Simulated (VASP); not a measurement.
MgS:

```
Mg S
1.0
     0.00000    2.60152    2.60152
     2.60152    0.00000    2.60152
     2.60152    2.60152    0.00000
Mg S
1 1
Cartesian
  0.0000 0.0000 0.0000
  2.6015 2.6015 2.6015
```

Base run:

| Quantity | Value |
| --- | --- |
| Program | VASP 6.6.1 |
| Functional | r2SCAN |
| Potentials or basis | VASP PAW PBE potentials, release 64 (Mg, S) |
| Cutoff | 520 eV |
| k mesh | 6 × 6 × 6 |
| Occupations | gaussian, width 0.01 eV |
| Spin | no spin polarisation |

Its results: band gap on the k mesh 3.43 eV, indirect (least direct gap 4.62 eV); pressure -0.4 GPa.

Q: The run is repeated on the same cell with these changes: functional from r2SCAN to PBEsol. What comes out?

A: Band gap on the k mesh 2.70 eV, indirect (least direct gap 3.59 eV); pressure -1.1 GPa.

r2SCAN gives the wider gap, since meta-GGAs in the generalised Kohn-Sham scheme recover part of the derivative discontinuity.

Caveats: the PAW data sets were made with another functional, which shifts forces and pressure a little.

A k mesh can miss the band edges.
